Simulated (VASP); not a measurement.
# Sn (P6/mmm) in VASP: a series of runs

The runs below take Sn through single point, with LDA.

Program: VASP 6.6.1. These are calculated values, not measurements. Logs are shortened: lines on timing, memory, paths and dates and some standing lists are left out, and cuts for length are marked.

**1. The cell of the first run**

Symmetry: P6/mmm, No. 191, hexagonal system. Conventional cell: a = 5.402 Å, b = 5.402 Å, c = 3.290 Å, α = 90.00°, β = 90.00°, γ = 120.00°. Sn (site symmetry 6/mmm) has 14 Sn at 3.29 to 3.53 Å within 4.3 Å. Within 4.1 Å of Sn (site symmetry -6m2) lie 11 Sn at 3.12 to 3.53 Å.

This isn't the form of Sn at room conditions, which is tetragonal (white tin).

**2. Single point, LDA (27.72 Å³/atom)**

The input, INCAR:

```
SYSTEM = Sn
ALGO = Normal
EDIFF = 1E-7
ENCUT = 520
GGA = CA
ISIF = 2
ISMEAR = -1
LASPH = .True.
LCHARG = .True.
LELF = .True.
LREAL = .False.
LVHAR = .True.
LWAVE = .False.
NBANDS = 28
NELM = 80
PREC = Accurate
SIGMA = 0.1
```

The input, KPOINTS:

```
k-points
0
Gamma
  8 8 11
  0 0 0
```

The input, POSCAR:

```
Sn
1.0
    5.4024708504      0.0000000000      0.0000000000
   -2.7012354252      4.6786769996      0.0000000000
    0.0000000000      0.0000000000      3.2896811236
Sn
3
Direct
    1.0000000000      0.0000000000      0.0000000000
    0.3333333333      0.6666666667      0.5000000000
    0.6666666667      0.3333333333      0.5000000000
```

Potentials or basis: VASP PAW LDA potentials, release 64 (Sn_d).

Command:

```bash
$ cat potpaw_LDA.64/Sn_d/POTCAR > POTCAR
$ mpirun -np 1 vasp_std > vasp.out
```

OUTCAR:

```text
SYSTEM = Sn
   EDIFF = 1E-7
   ENCUT = 520
   GGA = CA
   ISIF = 2
   ISMEAR = -1
   LASPH = .True.
   LREAL = .False.
   NELM = 80
   PREC = Accurate

 ion  position               nearest neighbor table
   1  0.000  0.000  0.000-   2 3.53   3 3.53   2 3.53   3 3.53   2 3.53   2 3.53   3 3.53   3 3.53
                             3 3.53   3 3.53   2 3.53   2 3.53
   2  0.333  0.667  0.500-   3 3.12   3 3.12   3 3.12   1 3.53   1 3.53   1 3.53   1 3.53   1 3.53
                             1 3.53
   3  0.667  0.333  0.500-   2 3.12   2 3.12   2 3.12   1 3.53   1 3.53   1 3.53   1 3.53   1 3.53
                             1 3.53

  LATTYP: Found a hexagonal cell.
 ALAT       =     5.4024708504
 C/A-ratio  =     0.6089215869

  Lattice vectors:

 A1 = (   5.4024708504,   0.0000000000,   0.0000000000)
 A2 = (  -2.7012354252,   4.6786769996,   0.0000000000)
 A3 = (   0.0000000000,   0.0000000000,   3.2896811236)

Analysis of symmetry for initial positions (statically):
=====================================================================
 Subroutine PRICEL returns:
 Original cell was already a primitive cell.

 Routine SETGRP: Setting up the symmetry group for a
 hexagonal supercell.

 Subroutine GETGRP returns: Found 24 space group operations
 (whereof 24 operations were pure point group operations)
 out of a pool of 24 trial point group operations.

The static configuration has the point symmetry D_6h.

Analysis of symmetry for dynamics (positions and initial velocities):
=====================================================================
 Subroutine PRICEL returns:
 Original cell was already a primitive cell.

 Routine SETGRP: Setting up the symmetry group for a
 hexagonal supercell.

 Subroutine GETGRP returns: Found 24 space group operations
 (whereof 24 operations were pure point group operations)
 out of a pool of 24 trial point group operations.

The dynamic configuration has the point symmetry D_6h.

 Subroutine INISYM returns: Found 24 space group operations
 (whereof 24 operations are pure point group operations),
 and found     1 'primitive' translations

----------------------------------------------------------------------------------------

                                     Primitive cell

  volume of cell :      83.1513

  direct lattice vectors                    reciprocal lattice vectors
     5.402470850  0.000000000  0.000000000     0.185100490  0.106867818  0.000000000
    -2.701235425  4.678677000  0.000000000     0.000000000  0.213735635  0.000000000
     0.000000000  0.000000000  3.289681124     0.000000000  0.000000000  0.303980830

  length of vectors
     5.402470850  5.402470850  3.289681124     0.213735635  0.213735635  0.303980830

  position of ions in fractional coordinates (direct lattice)
     0.000000000  0.000000000  0.000000000
     0.333333333  0.666666667  0.500000000
     0.666666667  0.333333333  0.500000000

  ion indices of the primitive-cell ions
   primitive index   ion index
                 1           1
                 2           2
                 3           3

----------------------------------------------------------------------------------------

 KPOINTS: k-points

Automatic generation of k-mesh.
 Grid dimensions read from file:
 generate k-points for:    8    8   11

 Generating k-lattice:

  Cartesian coordinates                     Fractional coordinates (reciprocal lattice)
     0.023137561  0.013358477  0.000000000     0.125000000  0.000000000  0.000000000
     0.000000000  0.026716954  0.000000000     0.000000000  0.125000000  0.000000000
     0.000000000  0.000000000  0.027634621     0.000000000  0.000000000  0.090909091

  Length of vectors
     0.026716954  0.026716954  0.027634621

  Shift w.r.t. Gamma in fractional coordinates (k-lattice)
     0.000000000  0.000000000  0.000000000

 Subroutine IBZKPT returns following result:
 ===========================================

 Found     60 irreducible k-points:

 Following reciprocal coordinates:
            Coordinates               Weight
  0.000000  0.000000  0.000000      1.000000
  0.125000 -0.000000  0.000000      6.000000
  0.250000 -0.000000  0.000000      6.000000
  0.375000 -0.000000  0.000000      6.000000
  0.500000 -0.000000  0.000000      3.000000
  0.125000  0.125000  0.000000      6.000000
[... 16 lines left out ...]
  0.250000 -0.000000  0.181818     12.000000
  0.375000 -0.000000  0.181818     12.000000
 [... further k-points ...]
   k-points           NKPTS =     60   k-points in BZ     NKDIM =     60   number of bands    NBANDS=     28
   number of dos      NEDOS =    301   number of ions     NIONS =      3
   total plane-waves  NPLWV =  38400
   dimension x,y,z NGX =    40 NGY =   40 NGZ =   24
   dimension x,y,z NGXF=    80 NGYF=   80 NGZF=   48
   ions per type =               3
   NGX,Y,Z   is equivalent  to a cutoff of  12.31, 12.31, 12.13 a.u.
   NGXF,Y,Z  is equivalent  to a cutoff of  24.62, 24.62, 24.26 a.u.
 SYSTEM =  Sn
   PREC   = accura    normal or accurate (medium, high low for compatibility)
   ISTART =      0    job   : 0-new  1-cont  2-samecut
   ICHARG =      2    charge: 1-file 2-atom 10-const
   ISPIN  =      1    spin polarized calculation?
   LNONCOLLINEAR =      F non collinear calculations
   LSORBIT =      F    spin-orbit coupling
   LASPH  =      T    aspherical Exc in radial PAW
   ENCUT  =  520.0 eV  38.22 Ry    6.18 a.u.  10.05 10.05  6.12*2*pi/ulx,y,z
   NELM   =     80;   NELMIN=  2; NELMDL= -5     # of ELM steps
   EDIFF  = 0.1E-06   stopping-criterion for ELM
   LREAL  =      F    real-space projection
   EDIFFG = 0.1E-05   stopping-criterion for IOM
   NSW    =      0    number of steps for IOM
   IBRION =     -1    ionic relax: 0-MD 1-quasi-New 2-CG
   NFREE  =      0    steps in history (QN), initial steepest desc. (CG)
   ISIF   =      2    stress and relaxation
   ISYM   =      2    0-nonsym 1-usesym 2-fastsym
   POTIM  = 0.5000    time-step for ionic-motion
   TEBEG  =    0.0;   TEEND  =   0.0 temperature during run
   PSTRESS=    0.0 pullay stress
   NELECT =      42.0000    total number of electrons
   NUPDOWN=      -1.0000    fix difference up-down
   EMIN   =  10.00;   EMAX   =-10.00  energy-range for DOS
   EFERMI =   0.00;   METHOD = LEGACY
   ISMEAR =    -1;   SIGMA  =   0.10  broadening in eV -4-tet -1-fermi 0-gaus
   EFERMI_NEDOS =   21; number of points for ismear=-14 and -15
   IALGO  =     38    algorithm
   IMIX   =      4    mixing-type and parameters
     AMIX     =   0.40;   BMIX     =  1.00
     AMIX_MAG =   1.60;   BMIX_MAG =  1.00
  volume/ion in A,a.u.               =      27.72       187.04
  Fermi-wavevector in a.u.,A,eV,Ry     =   1.303772  2.463771 23.127458  1.699820
  Thomas-Fermi vector in A             =   2.434752
   LORBIT       =      0    0 simple, 1 ext, 2 COOP (PROOUT), +10 PAW based schemes
   GGA     = CA    functional components
   LHFCALC =     F    Hartree Fock is set to
   AEXX    =    0.0000 exact exchange contribution
   IVDW    =     0    specifies the selected vdW correction
   LEPSILON=     F    determine dielectric tensor
   LRPA    =     F    only Hartree local field effects (RPA)
 non-spin polarized calculation
  energy-cutoff  :      520.00
  volume of cell :       83.15
 maximum number of plane-waves:      2260
   NGX = 21   NGY = 21   NGZ = 13

 number of electron      41.9999992 magnetization

 Free energy of the ion-electron system (eV)
  ---------------------------------------------------
  ext. energy  EPLUGINS =         0.00000000
  ---------------------------------------------------
  free energy    TOTEN  =       -13.25029912 eV

  energy without entropy =      -13.18957867  energy(sigma->0) =      -13.21993889

 E-fermi :   7.5487     XC(G=0): -10.5030

 val. band max:        7.5442884534   @ k =   0.2500  -0.0000   0.0909
 cond. band min:       7.5586008165   @ k =   0.3750   0.2500   0.3636
 fundamental gap:      0.0143123631
 Fermi energy:         7.5487418751

 k-point     1 :       0.0000    0.0000    0.0000
  band No.  band energies     occupation
      1     -13.9913      2.00000
      2     -13.9064      2.00000
      3     -13.9064      2.00000
      4     -13.8665      2.00000
      5     -13.8665      2.00000
      6     -13.8621      2.00000
[... 20 lines left out ...]
     27      15.2926      0.00000
     28      15.3851      0.00000

 k-point     2 :       0.1250   -0.0000    0.0000
  band No.  band energies     occupation
      1     -13.9905      2.00000
      2     -13.9073      2.00000
      3     -13.9068      2.00000
      4     -13.8673      2.00000
      5     -13.8663      2.00000
      6     -13.8614      2.00000
[... 20 lines left out ...]
     27      15.0002      0.00000
     28      15.1490      0.00000

 k-point     3 :       0.2500   -0.0000    0.0000
  band No.  band energies     occupation
      1     -13.9887      2.00000
      2     -13.9104      2.00000
      3     -13.9095      2.00000
      4     -13.8693      2.00000
      5     -13.8653      2.00000
      6     -13.8581      2.00000
[... 20 lines left out ...]
     27      14.5070      0.00000
     28      14.7670      0.00000

 k-point     4 :       0.3750   -0.0000    0.0000
  band No.  band energies     occupation
      1     -13.9869      2.00000
      2     -13.9173      2.00000
      3     -13.9115      2.00000
      4     -13.8712      2.00000
      5     -13.8633      2.00000
      6     -13.8514      2.00000
[... 578 lines left out ...]
     27      13.9125      0.00000
     28      16.0602      0.00000

 k-point    23 :       0.2500   -0.0000    0.1818
  band No.  band energies     occupation
      1     -13.9357      2.00000
      2     -13.9120      2.00000
      3     -13.9117      2.00000
      4     -13.8921      2.00000
      5     -13.8901      2.00000
      6     -13.8077      2.00000
[... 20 lines left out ...]
     27      13.0833      0.00000
     28      15.6209      0.00000

 k-point    24 :       0.3750   -0.0000    0.1818
  band No.  band energies     occupation
      1     -13.9348      2.00000
      2     -13.9133      2.00000
      3     -13.9113      2.00000
      4     -13.8946      2.00000
      5     -13.8867      2.00000
      6     -13.8111      2.00000
[... 20 lines left out ...]
     27      12.0668      0.00000
     28      14.7366      0.00000

 [... further k-points ...]

------------------------ aborting loop because EDIFF is reached ----------------------------------------

  FORCE on cell =-STRESS in cart. coord.  units (eV):
  Direction    XX          YY          ZZ          XY          YZ          ZX
  --------------------------------------------------------------------------------------
  -------------------------------------------------------------------------------------
  Total       -1.3435970     -1.3435970     -2.5875212      0.0000000      0.0000000     -0.0000000
  in kB      -25.8887034    -25.8887034    -49.8568913      0.0000000      0.0000000     -0.0000000
  external PRESSURE =     -33.8780993 kB  Pullay stress =       0.0000000 kB

 VOLUME and BASIS-vectors are now :
 -----------------------------------------------------------------------------
  energy-cutoff  :      520.00
  volume of cell :       83.15
      direct lattice vectors                 reciprocal lattice vectors
     5.402470850  0.000000000  0.000000000     0.185100490  0.106867818  0.000000000
    -2.701235425  4.678677000  0.000000000     0.000000000  0.213735635  0.000000000
     0.000000000  0.000000000  3.289681124     0.000000000  0.000000000  0.303980830

 POSITION                                       TOTAL-FORCE (eV/Angst)
 -----------------------------------------------------------------------------------
      0.00000      0.00000      0.00000         0.000000      0.000000      0.000000
     -0.00000      3.11912      1.64484        -0.000000     -0.000000      0.000000
      2.70124      1.55956      1.64484         0.000000      0.000000     -0.000000
 -----------------------------------------------------------------------------------
    total drift:                               -0.000000      0.000000      0.000000

  FREE ENERGIE OF THE ION-ELECTRON SYSTEM (eV)
  ---------------------------------------------------
  free  energy   TOTEN  =       -13.2502991194 eV

  energy  without entropy=      -13.1895786668  energy(sigma->0) =      -13.21993889
```

Wall time 1.7 min (1 thread of Intel Xeon Platinum 8259CL at 2.50GHz (Skylake/Cascade Lake), shared host); peak memory 0.22 GiB.

What came out:

| Property | Result |
| --- | --- |
| Free energy | -13.2503 eV |
| Pressure | -3.4 GPa |
| Band gap on the k mesh | zero (bands 21 and 22 overlap by 3.81 eV) |

Caveat: the cell stands under tension; spin-orbit coupling is left out, which moves the levels of the heavy elements.

**3. Single point, LDA (28.74 Å³/atom)**

This run uses another cell than the first one, of 28.74 Å³/atom.

The input, INCAR:

```
  PREC = Accurate
  ENCUT = 520
  EDIFF = 1E-7
  ISMEAR = -1
  SIGMA = 0.1
  LREAL = False
  LASPH = True
  NELM = 100
  ALGO = Normal
  ISIF = 2
  LWAVE = False
  LCHARG = False
  GGA = CA
  NBANDS = 28
```

The input, KPOINTS:

```
regular mesh
0
Gamma
  8 8 11
```

The input, POSCAR:

```
Sn
1.0
    5.4683611350      0.0000000000      0.0000000000
   -2.7341805675      4.7357396600      0.0000000000
    0.0000000000      0.0000000000      3.3298031403
Sn
3
Direct
    1.0000000000      0.0000000000      0.0000000000
    0.3333333333      0.6666666667      0.5000000000
    0.6666666667      0.3333333333      0.5000000000
```

Potentials or basis: VASP PAW LDA potentials, release 64 (Sn_d).

Command:

```bash
$ cat potpaw_LDA.64/Sn_d/POTCAR > POTCAR
$ mpirun -np 1 vasp_std > vasp.out
```

Wall time 2.2 min (1 thread of Intel Xeon Platinum 8259CL at 2.50GHz (Skylake/Cascade Lake), shared host); peak memory 0.24 GiB.

Results (log left out):

```
Free energy            : -13.1726 eV
Pressure               : -4.8 GPa
Band gap on the k mesh : zero (bands 21 and 22 overlap by 3.60 eV)
```

Stress tensor (GPa, compression positive):
```
-4.08  0.00  0.00
 0.00 -4.08  0.00
 0.00  0.00 -6.09
```

Levels at points of the mesh, in eV from the Fermi level:
| k point | band 19 | band 20 | band 21 | band 22 | band 23 | band 24 |
| --- | --- | --- | --- | --- | --- | --- |
| (0.00, 0.00, 0.00) | -2.33 | -2.33 | -2.20 | -2.20 | 2.87 | 6.48 |
| (0.50, 0.00, 0.00) | -4.13 | 0.99 | 1.12 | 2.64 | 2.98 | 3.92 |

Caveat: the cell stands under tension; spin-orbit coupling is left out, which moves the levels of the heavy elements.
